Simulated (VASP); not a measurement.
# MoSe (Immm) in VASP: single point with PBEsol

Aim: the single point of MoSe with PBEsol.

All numbers are computed with VASP 6.6.1; they aren't measurements. Logs are shortened: lines on timing, memory, paths and dates and some standing lists are left out, and cuts for length are marked.

### Step 1. The cell of the first run

The structure is orthorhombic, space group Immm (No. 71). Conventional cell: a = 3.606 Å, b = 3.679 Å, c = 5.151 Å, α = 90.00°, β = 90.00°, γ = 90.00°. Within 3.4 Å of Mo (site symmetry mmm) lie 6 Se at 2.58 Å. Se (site symmetry mmm) has 6 Mo at 2.58 Å within 3.4 Å.

### Step 2. Single point, PBEsol, collinear spin, ferromagnetic start

File INCAR:

```
SYSTEM = MoSe
ALGO = Normal
EDIFF = 1E-6
ENCUT = 500
GGA = PS
GGA_COMPAT = .False.
ISIF = 2
ISMEAR = 0
ISPIN = 2
LASPH = .True.
LCHARG = .True.
LELF = .True.
LMAXMIX = 4
LORBIT = 11
LREAL = .False.
LVHAR = .True.
LWAVE = .False.
MAGMOM = 0.24 0
NBANDS = 21
NELM = 200
PREC = Accurate
SIGMA = 0.05
```

File KPOINTS:

```
k-points
0
Gamma
  10 10 10
  0 0 0
```

File POSCAR:

```
MoSe
1.0
    0.0000000000      2.5496069405      2.5496069405
    2.5753605460     -0.0257536055      2.5753605460
    2.5753605460      2.5753605460     -0.0257536055
Mo Se
1 1
Direct
    0.5000000000      0.5000000000      0.5000000000
    0.0000000000      0.0000000000      0.0000000000
```

Potentials or basis: VASP PAW PBE potentials, release 64 (Mo_sv, Se).

Started as:

```
cat potpaw_PBE.64/Mo_sv/POTCAR potpaw_PBE.64/Se/POTCAR > POTCAR
mpirun -np 1 vasp_std > vasp.out
```

OUTCAR:

```text
SYSTEM = MoSe
   EDIFF = 1E-6
   ENCUT = 500
   GGA = PS
   ISIF = 2
   ISMEAR = 0
   ISPIN = 2
   LASPH = .True.
   LORBIT = 11
   LREAL = .False.
   NELM = 200
   PREC = Accurate

 ion  position               nearest neighbor table
   1  0.500  0.500  0.500-   2 2.58   2 2.58   2 2.58   2 2.58   2 2.58   2 2.58
   2  0.000  0.000  0.000-   1 2.58   1 2.58   1 2.58   1 2.58   1 2.58   1 2.58

  LATTYP: Found a body centered orthorhombic cell.
 ALAT       =     3.6056887140
 B/A-ratio  =     1.0202020202
 C/A-ratio  =     1.4284985479

  Lattice vectors:

 A1 = (  -2.5753605460,   0.0257536055,  -2.5753605460)
 A2 = (  -2.5753605460,  -0.0257536055,   2.5753605460)
 A3 = (   2.5753605460,   2.5753605460,  -0.0257536055)

Analysis of symmetry for initial positions (statically):
=====================================================================
 Subroutine PRICEL returns:
 Original cell was already a primitive cell.

 Routine SETGRP: Setting up the symmetry group for a
 body centered orthorhombic supercell.

 Subroutine GETGRP returns: Found  8 space group operations
 (whereof  8 operations were pure point group operations)
 out of a pool of  8 trial point group operations.

The static configuration has the point symmetry D_2h.

Analysis of symmetry for dynamics (positions and initial velocities):
=====================================================================
 Subroutine PRICEL returns:
 Original cell was already a primitive cell.

 Routine SETGRP: Setting up the symmetry group for a
 body centered orthorhombic supercell.

 Subroutine GETGRP returns: Found  8 space group operations
 (whereof  8 operations were pure point group operations)
 out of a pool of  8 trial point group operations.

The dynamic configuration has the point symmetry D_2h.

Analysis of structural, dynamic, and magnetic symmetry:
=====================================================================
 Subroutine PRICEL returns:
 Original cell was already a primitive cell.

 Routine SETGRP: Setting up the symmetry group for a
 body centered orthorhombic supercell.

 Subroutine GETGRP returns: Found  8 space group operations
 (whereof  8 operations were pure point group operations)
 out of a pool of  8 trial point group operations.

The overall configuration has the point symmetry D_2h.

 Subroutine INISYM returns: Found  8 space group operations
 (whereof  8 operations are pure point group operations),
 and found     1 'primitive' translations

----------------------------------------------------------------------------------------

[... 111 lines left out ...]
     AMIX     =   0.40;   BMIX     =  1.00
     AMIX_MAG =   1.60;   BMIX_MAG =  1.00
  volume/ion in A,a.u.               =      17.08       115.26
  Fermi-wavevector in a.u.,A,eV,Ry     =   1.369571  2.588114 25.520790  1.875725
  Thomas-Fermi vector in A             =   2.495435
   LORBIT       =     11    0 simple, 1 ext, 2 COOP (PROOUT), +10 PAW based schemes
   GGA     = PS    functional components
   LHFCALC =     F    Hartree Fock is set to
   AEXX    =    0.0000 exact exchange contribution
   IVDW    =     0    specifies the selected vdW correction
   LEPSILON=     F    determine dielectric tensor
   LRPA    =     F    only Hartree local field effects (RPA)
 spin polarized calculation
 Gauss-broadening in eV      SIGMA  =   0.05
  energy-cutoff  :      500.00
  volume of cell :       34.16
 maximum number of plane-waves:       891
 NGX is ok and might be reduce to    28
   NGX = 13   NGY = 13   NGZ = 13

 number of electron      20.0000001 magnetization       0.2129996

 Free energy of the ion-electron system (eV)
  ---------------------------------------------------
  ext. energy  EPLUGINS =         0.00000000
  ---------------------------------------------------
  free energy    TOTEN  =       -14.59606451 eV

  energy without entropy =      -14.59224222  energy(sigma->0) =      -14.59415337

 E-fermi :  10.0464     XC(G=0): -12.1231

 val. band max:       10.0461909295   @ k =  -0.1000  -0.2000   0.1000
 cond. band min:      10.0467503799   @ k =  -0.2000   0.4000   0.2000
 fundamental gap:      0.0005594504
 Fermi energy:        10.0463871491

 spin component 1

 k-point     1 :       0.0000    0.0000    0.0000
  band No.  band energies     occupation
      1     -51.1789      1.00000
      2     -25.3259      1.00000
      3     -25.3245      1.00000
      4     -25.3184      1.00000
      5      -6.1968      1.00000
      6       7.6776      1.00000
[... 565 lines left out ...]
     20      26.2332      0.00000
     21      28.4344      0.00000

 [... further k-points ...]

 spin component 2

 k-point     1 :       0.0000    0.0000    0.0000
  band No.  band energies     occupation
      1     -51.0578      1.00000
      2     -25.1926      1.00000
      3     -25.1926      1.00000
      4     -25.1877      1.00000
      5      -6.1805      1.00000
      6       7.6916      1.00000
[... 565 lines left out ...]
     20      26.2813      0.00000
     21      28.4807      0.00000

 [... further k-points ...]
[... 5 lines left out ...]
  --------------------------------------------------------------------------------------
  -------------------------------------------------------------------------------------
  Total        0.0671070      0.0629186      0.0629186      0.0000000     -0.3219123      0.0000000
  in kB        3.1475847      2.9511324      2.9511324      0.0000000    -15.0989771      0.0000000
  external PRESSURE =       3.0166165 kB  Pullay stress =       0.0000000 kB

 VOLUME and BASIS-vectors are now :
 -----------------------------------------------------------------------------
  energy-cutoff  :      500.00
  volume of cell :       34.16
      direct lattice vectors                 reciprocal lattice vectors
     0.000000000  2.549606940  2.549606940    -0.194147573  0.196108660  0.196108660
     2.575360546 -0.025753605  2.575360546     0.194147573 -0.192225320  0.192225320
     2.575360546  2.575360546 -0.025753605     0.194147573  0.192225320 -0.192225320

 POSITION                                       TOTAL-FORCE (eV/Angst)
 -----------------------------------------------------------------------------------
      2.57536      2.54961      2.54961         0.000000     -0.000000      0.000000
      0.00000      0.00000      0.00000         0.000000      0.000000     -0.000000
 -----------------------------------------------------------------------------------
    total drift:                                0.000000      0.000000      0.000000

  FREE ENERGIE OF THE ION-ELECTRON SYSTEM (eV)
  ---------------------------------------------------
  free  energy   TOTEN  =       -14.5960645086 eV

  energy  without entropy=      -14.5922422224  energy(sigma->0) =      -14.59415337

 total charge

# of ion       s       p       d       tot
------------------------------------------
    1        2.214   6.102   4.120  12.436
    2        1.430   2.398   0.136   3.964
--------------------------------------------------
tot          3.644   8.501   4.255  16.400

 magnetization (x)

# of ion       s       p       d       tot
------------------------------------------
    1        0.002   0.001   0.186   0.190
    2        0.000   0.002   0.001   0.004
--------------------------------------------------
tot          0.002   0.003   0.188   0.193
```

OSZICAR:

```text
N       E                     dE             d eps       ncg     rms          rms(c)
DAV:   1     0.157231015748E+03    0.15723E+03   -0.11038E+04 14420   0.877E+02
DAV:   2    -0.112255515679E+02   -0.16846E+03   -0.16361E+03 16543   0.282E+02
DAV:   3    -0.150921510307E+02   -0.38666E+01   -0.38322E+01 17240   0.400E+01
DAV:   4    -0.151058911278E+02   -0.13740E-01   -0.13739E-01 15554   0.275E+00
DAV:   5    -0.151059780103E+02   -0.86883E-04   -0.86883E-04 17296   0.191E-01    0.155E+01
DAV:   6    -0.146308036497E+02    0.47517E+00   -0.17929E+00 15539   0.871E+00    0.597E+00
DAV:   7    -0.146024669929E+02    0.28337E-01   -0.10102E-01 15159   0.231E+00    0.383E+00
DAV:   8    -0.145960237159E+02    0.64433E-02   -0.17468E-02 16704   0.735E-01    0.507E-01
DAV:   9    -0.145960450054E+02   -0.21289E-04   -0.19406E-04 16119   0.103E-01    0.216E-01
DAV:  10    -0.145960192964E+02    0.25709E-04   -0.10159E-04 16519   0.700E-02    0.102E-01
DAV:  11    -0.145960294552E+02   -0.10159E-04   -0.24681E-05 16282   0.294E-02    0.231E-02
DAV:  12    -0.145960335614E+02   -0.41062E-05   -0.37039E-06 13395   0.115E-02    0.123E-02
DAV:  13    -0.145960395932E+02   -0.60318E-05   -0.53360E-06 14712   0.127E-02    0.107E-02
DAV:  14    -0.145960437053E+02   -0.41121E-05   -0.22148E-06 10892   0.735E-03    0.100E-02
DAV:  15    -0.145960474436E+02   -0.37383E-05   -0.20569E-06 10214   0.716E-03    0.912E-03
DAV:  16    -0.145960635749E+02   -0.16131E-04   -0.17287E-04 15074   0.633E-02    0.312E-03
DAV:  17    -0.145960645086E+02   -0.93368E-06   -0.55654E-06 15778   0.126E-02
   1 F= -.14596065E+02 E0= -.14594153E+02  d E =-.382229E-02  mag=     0.2131
```

Run time: 5 min. Hardware: 1 thread of Intel Xeon Platinum 8259CL at 2.50GHz (Skylake/Cascade Lake), shared host; peak memory 0.31 GiB.

Results:

```
Free energy                                           : -14.5961 eV
Pressure                                              : 0.3 GPa
Net moment                                            : 0.21 μB per cell
Site moments                                          : Mo +0.19; Se +0.00 μB
Valence electrons inside the program's atomic spheres : Mo 12.44; Se 3.96
```

Stress tensor (GPa, compression positive):
```
 0.31  0.00  0.00
 0.00  0.30 -1.51
 0.00 -1.51  0.30
```

Caveat: the PAW data sets were made with another functional, which shifts forces and pressure a little.
